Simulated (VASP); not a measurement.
# B (Im-3m) in VASP: notebook, part 2 of 2

VASP 6.6.1. Earlier steps stand in the parts before.

### Step 4. Relaxation of cell and atoms, r2SCAN

This run uses another cell than the first one, of 7.68 Å³/atom, 1.273 times its volume.

POSCAR reads:

```
B
1.0
   -1.2429643298      1.2429643298      1.2429643298
    1.2429643298     -1.2429643298      1.2429643298
    1.2429643298      1.2429643298     -1.2429643298
B
1
Direct
    0.0000000000      0.0000000000      0.0000000000
```

INCAR.step1 reads:

```
ALGO = Normal ; EDIFF = 1E-4
ENCUT = 600 ; GGA = PE
ISMEAR = 0 ; LASPH = True
LCHARG = False ; LREAL = False
LWAVE = True ; NELM = 100
PREC = Accurate ; SIGMA = 0.1
```

INCAR.step2 reads:

```
ALGO = Normal ; EDIFF = 1E-6
EDIFFG = -0.04 ; ENCUT = 600
IBRION = 2 ; ISIF = 3
ISMEAR = 0 ; ISTART = 1
LASPH = True ; LCHARG = False
LMIXTAU = True ; LREAL = False
LWAVE = False ; METAGGA = R2SCAN
NELM = 100 ; NSW = 90
PREC = Accurate ; SIGMA = 0.1
```

KPOINTS reads:

```
k-points
0
Gamma
  10 10 10
```

Potentials or basis: VASP PAW PBE potentials, release 64 (B).

Started as:

```sh
cat potpaw_PBE.64/B/POTCAR > POTCAR
cp INCAR.step1 INCAR
mpirun -np 1 vasp_std > vasp.out
cp INCAR.step2 INCAR
mpirun -np 1 vasp_std > vasp.out
```

OUTCAR:

```text
EDIFF = 1E-6
   EDIFFG = -0.04
   ENCUT = 600
   IBRION = 2
   ISIF = 3
   ISMEAR = 0
   ISTART = 1
   LASPH = True
   LREAL = False
   METAGGA = R2SCAN
   NELM = 100
   NSW = 90
   PREC = Accurate

 ion  position               nearest neighbor table
   1  0.000  0.000  0.000-

  LATTYP: Found a body centered cubic cell.
 ALAT       =     2.4859286596

  Lattice vectors:

 A1 = (  -1.2429643298,   1.2429643298,   1.2429643298)
 A2 = (   1.2429643298,  -1.2429643298,   1.2429643298)
 A3 = (   1.2429643298,   1.2429643298,  -1.2429643298)

Analysis of symmetry for initial positions (statically):
=====================================================================
 Subroutine PRICEL returns:
 Original cell was already a primitive cell.

 Routine SETGRP: Setting up the symmetry group for a
 body centered cubic supercell.

 Subroutine GETGRP returns: Found 48 space group operations
 (whereof 48 operations were pure point group operations)
 out of a pool of 48 trial point group operations.

The static configuration has the point symmetry O_h .

Analysis of symmetry for dynamics (positions and initial velocities):
=====================================================================
 Subroutine PRICEL returns:
 Original cell was already a primitive cell.

 Routine SETGRP: Setting up the symmetry group for a
 body centered cubic supercell.

 Subroutine GETGRP returns: Found 48 space group operations
 (whereof 48 operations were pure point group operations)
 out of a pool of 48 trial point group operations.

The dynamic configuration has the point symmetry O_h .

 Subroutine INISYM returns: Found 48 space group operations
 (whereof 48 operations are pure point group operations),
 and found     1 'primitive' translations

[... 116 lines left out ...]
   LORBIT       =      0    0 simple, 1 ext, 2 COOP (PROOUT), +10 PAW based schemes
   METAGGA = R2SCAN    functional components
   LHFCALC =     F    Hartree Fock is set to
   AEXX    =    0.0000 exact exchange contribution
   IVDW    =     0    specifies the selected vdW correction
   LEPSILON=     F    determine dielectric tensor
   LRPA    =     F    only Hartree local field effects (RPA)
 conjugate gradient relaxation of ions
 non-spin polarized calculation
 Gauss-broadening in eV      SIGMA  =   0.10
  energy-cutoff  :      600.00
  volume of cell :        7.68
 maximum number of plane-waves:       268
 NGX is ok and might be reduce to    18
   NGX =  9   NGY =  9   NGZ =  9

--------------------------------------- Ionic step        1  -------------------------------------------

 number of electron       3.0000000 magnetization

 Free energy of the ion-electron system (eV)
  ---------------------------------------------------
  ext. energy  EPLUGINS =         0.00000000
  ---------------------------------------------------
  free energy    TOTEN  =        -5.28949714 eV

  energy without entropy =       -5.28635926  energy(sigma->0) =       -5.28792820

------------------------ aborting loop because EDIFF is reached ----------------------------------------

  FORCE on cell =-STRESS in cart. coord.  units (eV):
  Direction    XX          YY          ZZ          XY          YZ          ZX
  --------------------------------------------------------------------------------------
  -------------------------------------------------------------------------------------
  Total       -1.4479526     -1.4479526     -1.4479526      0.0000000      0.0000000      0.0000000
  in kB     -302.0152955   -302.0152955   -302.0152955      0.0000000      0.0000000      0.0000000
  external PRESSURE =    -302.0152955 kB  Pullay stress =       0.0000000 kB
[... 57 lines left out ...]
--------------------------------------- Ionic step        3  -------------------------------------------

 number of electron       3.0000000 magnetization

 Free energy of the ion-electron system (eV)
  ---------------------------------------------------
  ext. energy  EPLUGINS =         0.00000000
  ---------------------------------------------------
  free energy    TOTEN  =        -5.49693242 eV

  energy without entropy =       -5.49413263  energy(sigma->0) =       -5.49553253

 E-fermi :   9.9243     XC(G=0): -14.0628

 val. band max:        9.8982733344   @ k =   0.5000   0.5000   0.4000
 cond. band min:      10.2216334918   @ k =  -0.4000   0.4000   0.2000
 fundamental gap:      0.3233601574
 Fermi energy:         9.9242566160

 k-point     1 :       0.0000    0.0000    0.0000
  band No.  band energies     occupation
      1      -9.8437      2.00000
      2      27.5952      0.00000
      3      27.5952      0.00000
      4      27.5952      0.00000
      5      46.0438      0.00000
[... 177 lines left out ...]
 k-point    24 :      -0.3000    0.3000    0.1000
  band No.  band energies     occupation
      1      -4.9690      2.00000
      2      15.0732      0.00000
      3      20.3815      0.00000
      4      25.0083      0.00000
      5      35.4323      0.00000

 [... further k-points ...]
[... 5 lines left out ...]
  --------------------------------------------------------------------------------------
  -------------------------------------------------------------------------------------
  Total       -0.0165411     -0.0165411     -0.0165411     -0.0000000     -0.0000000      0.0000000
  in kB       -4.3876203     -4.3876203     -4.3876203     -0.0000000     -0.0000000      0.0000000
  external PRESSURE =      -4.3876203 kB  Pullay stress =       0.0000000 kB
[... 16 lines left out ...]
  FREE ENERGIE OF THE ION-ELECTRON SYSTEM (eV)
  ---------------------------------------------------
  free  energy   TOTEN  =        -5.4969324200 eV

  energy  without entropy=       -5.4941326320  energy(sigma->0) =       -5.49553253

 reached required accuracy - stopping structural energy minimisation
```

OSZICAR.step1:

```text
N       E                     dE             d eps       ncg     rms          rms(c)
DAV:   1    -0.158168018599E+01   -0.15817E+01   -0.14563E+03   480   0.496E+02
DAV:   2    -0.479236042428E+01   -0.32107E+01   -0.30365E+01   600   0.549E+01
DAV:   3    -0.480828590772E+01   -0.15925E-01   -0.15917E-01   555   0.433E+00
DAV:   4    -0.480828984525E+01   -0.39375E-05   -0.39380E-05   710   0.615E-02
DAV:   5    -0.480828984526E+01   -0.55564E-11   -0.87682E-10   520   0.187E-04    0.111E+00
DAV:   6    -0.480637820214E+01    0.19116E-02   -0.46580E-04   590   0.284E-01    0.657E-01
DAV:   7    -0.480529202260E+01    0.10862E-02   -0.11741E-03   500   0.452E-01    0.301E-02
DAV:   8    -0.480529423151E+01   -0.22089E-05   -0.30706E-06   270   0.181E-02
   1 F= -.48052942E+01 E0= -.48035653E+01  d E =-.345782E-02
```

Wall time 11 s (1 thread of Intel Xeon 6975P-C (Granite Rapids), shared host); peak memory 0.11 GiB.

Results:

* Free energy: -5.4969 eV
* Relaxed volume: 6.04 Å³/atom
* Relaxed cell: a = 1.987 Å, b = 1.987 Å, c = 1.987 Å, α = 109.47°, β = 109.47°, γ = 109.47°
* Space group after relaxing (to 0.05 Å): Im-3m (No. 229)
* Energy gained by relaxing: 207.4 meV/atom
* Ionic steps: 3
* Pressure after relaxing: -0.4 GPa

The path:
| step | energy change (eV) | largest force (eV/Å) | pressure (GPa) | volume (Å³) |
| --- | --- | --- | --- | --- |
| 1 | 0.0000 | 0.0000 | -30.20 | 7.68 |
| 2 | -0.2047 | 0.0000 | -5.74 | 6.18 |
| 3 | -0.2074 | 0.0000 | -0.44 | 6.04 |

Final structure:
```cif
data_structure
_symmetry_space_group_name_H-M 'P 1'
_symmetry_Int_Tables_number 1
_cell_length_a 1.9871
_cell_length_b 1.9871
_cell_length_c 1.9871
_cell_angle_alpha 109.471
_cell_angle_beta 109.471
_cell_angle_gamma 109.471
_cell_volume 6.04
loop_
_atom_site_label
_atom_site_type_symbol
_atom_site_fract_x
_atom_site_fract_y
_atom_site_fract_z
_atom_site_occupancy
B1 B 0.00000 0.00000 0.00000 1
```

Caveat: the volume moved by over 15 % at a fixed basis, so the end points are rough; the PAW data sets were made with another functional, which shifts forces and pressure a little.

### Step 5. Single point, r2SCAN

POSCAR reads:

```
B
1.0
   -1.1469503105      1.1469503105      1.1469503105
    1.1469503105     -1.1469503105      1.1469503105
    1.1469503105      1.1469503105     -1.1469503105
B
1
Direct
    0.0000000000      0.0000000000      0.0000000000
```

INCAR.step1 reads:

```
PREC = Accurate ; ENCUT = 520
ISMEAR = 0 ; SIGMA = 0.1
LREAL = False ; LASPH = True
NELM = 80 ; NBANDS = 8
GGA = PE ; ALGO = Normal
EDIFF = 1E-4 ; LWAVE = True
LCHARG = False
```

INCAR.step2 reads:

```
PREC = Accurate ; ENCUT = 520
EDIFF = 1E-6 ; ISMEAR = 0
SIGMA = 0.1 ; LREAL = False
LASPH = True ; NELM = 80
ALGO = Normal ; ISIF = 2
LWAVE = False ; LCHARG = False
METAGGA = R2SCAN ; LMIXTAU = True
NBANDS = 8 ; ISTART = 1
```

KPOINTS reads:

```
Automatic mesh
0
Gamma
  34 34 34
```

Potentials or basis: VASP PAW PBE potentials, release 64 (B).

Started as:

```sh
cat potpaw_PBE.64/B/POTCAR > POTCAR
cp INCAR.step1 INCAR
mpirun -np 1 vasp_std > vasp.out
cp INCAR.step2 INCAR
mpirun -np 1 vasp_std > vasp.out
```

OUTCAR:

```text
PREC = Accurate
   ENCUT = 520
   EDIFF = 1E-6
   ISMEAR = 0
   LREAL = False
   LASPH = True
   NELM = 80
   ISIF = 2
   METAGGA = R2SCAN
   ISTART = 1

 ion  position               nearest neighbor table
   1  0.000  0.000  0.000-

  LATTYP: Found a body centered cubic cell.
 ALAT       =     2.2939006210

  Lattice vectors:

 A1 = (  -1.1469503105,   1.1469503105,   1.1469503105)
 A2 = (   1.1469503105,  -1.1469503105,   1.1469503105)
 A3 = (   1.1469503105,   1.1469503105,  -1.1469503105)

[... 433 lines left out ...]
  band No.  band energies     occupation
      1      -8.0231      2.00000
      2      21.5839      0.00000
      3      24.2243      0.00000
      4      26.4123      0.00000
      5      38.9423      0.00000
      6      39.2910      0.00000
      7      46.8848      0.00000
      8      51.3918      0.00000

 [... further k-points ...]
[... 5 lines left out ...]
  --------------------------------------------------------------------------------------
  -------------------------------------------------------------------------------------
  Total       -0.0078575     -0.0078575     -0.0078575     -0.0000000      0.0000000      0.0000000
  in kB       -2.0859369     -2.0859369     -2.0859369     -0.0000000      0.0000000      0.0000000
  external PRESSURE =      -2.0859369 kB  Pullay stress =       0.0000000 kB

 VOLUME and BASIS-vectors are now :
 -----------------------------------------------------------------------------
  energy-cutoff  :      520.00
  volume of cell :        6.04
      direct lattice vectors                 reciprocal lattice vectors
    -1.146950311  1.146950311  1.146950311     0.000000000  0.435938676  0.435938676
     1.146950311 -1.146950311  1.146950311     0.435938676  0.000000000  0.435938676
     1.146950311  1.146950311 -1.146950311     0.435938676  0.435938676  0.000000000

 POSITION                                       TOTAL-FORCE (eV/Angst)
 -----------------------------------------------------------------------------------
      0.00000      0.00000      0.00000         0.000000      0.000000      0.000000
 -----------------------------------------------------------------------------------
    total drift:                               -0.000000     -0.000000      0.000000

  FREE ENERGIE OF THE ION-ELECTRON SYSTEM (eV)
  ---------------------------------------------------
  free  energy   TOTEN  =        -5.5063511844 eV

  energy  without entropy=       -5.5054161769  energy(sigma->0) =       -5.50588368
```

Wall time 37 s (1 thread of Intel Xeon 6975P-C (Granite Rapids), shared host); peak memory 0.14 GiB.

What came out:

```yaml
Free_energy: -5.5064 eV
Pressure: -0.2 GPa
```

Caveat: the PAW data sets were made with another functional, which shifts forces and pressure a little.

### Step 6. The runs side by side

| task | cell | k mesh | cutoff (eV) | gap on the mesh (eV) | pressure (GPa) |
| --- | --- | --- | --- | --- | --- |
| single point | a = 1.987 Å, angles 109.5°, 1 atom | 10 × 10 × 10 | 520 | none | -0.1 |
| single point | a = 2.153 Å, angles 109.5°, 1 atom | 10 × 10 × 10 | 520 | none | -30.2 |
| relaxation of cell and atoms | relaxed from a = 2.153 Å, angles 109.5°, 1 atom | 10 × 10 × 10 | 600 | none | -0.4 |
| single point | a = 1.987 Å, angles 109.5°, 1 atom | 34 × 34 × 34 | 520 | none | -0.2 |

Alike in all rows: level r2SCAN; potentials or basis VASP PAW PBE potentials, release 64 (B); no spin polarisation; smearing gaussian 0.1 eV.

Caveats: some runs use coarse meshes; the PAW data sets were made with another functional, which shifts forces and pressure a little; the volume moved by over 15 % at a fixed basis, so the end points are rough (some runs).

Total energies depend on the potentials used, so only differences within one code and one set of settings carry meaning.
